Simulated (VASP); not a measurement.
Here is a VASP 6.6.1 calculation.

File INCAR:

```
SYSTEM = Pb
  PREC = Accurate
  ENCUT = 600
  EDIFF = 1E-6
  ISMEAR = 0
  SIGMA = 0.1
  LREAL = .FALSE.
  LASPH = .TRUE.
  NELM = 60
  ALGO = Fast
  ISIF = 3
  LWAVE = .FALSE.
  LCHARG = .FALSE.
  GGA = PS
  IBRION = 2
  NSW = 80
  EDIFFG = -0.01
```

Contents of KPOINTS:

```
regular mesh
0
G
  14 14 14
  0 0 0
```

The input POSCAR:

```
Pb
1.0
    0.0000000000      2.4695084960      2.4695084960
    2.4695084960      0.0000000000      2.4695084960
    2.4695084960      2.4695084960      0.0000000000
Pb
1
Direct
    0.0000000000      0.0000000000      0.0000000000
```

Potentials or basis: VASP PAW PBE potentials, release 64 (Pb_d).

Command:

```sh
$ cat potpaw_PBE.64/Pb_d/POTCAR > POTCAR
$ mpirun -np 1 vasp_std > vasp.out
```

(1) Predict the relaxed cell.

(2) What does it give for the space group after relaxing (to 0.05 Å)?

Answers

(1) a = 3.490 Å, b = 3.490 Å, c = 3.490 Å, α = 60.00°, β = 60.00°, γ = 60.00°.

(2) Fm-3m (No. 225).
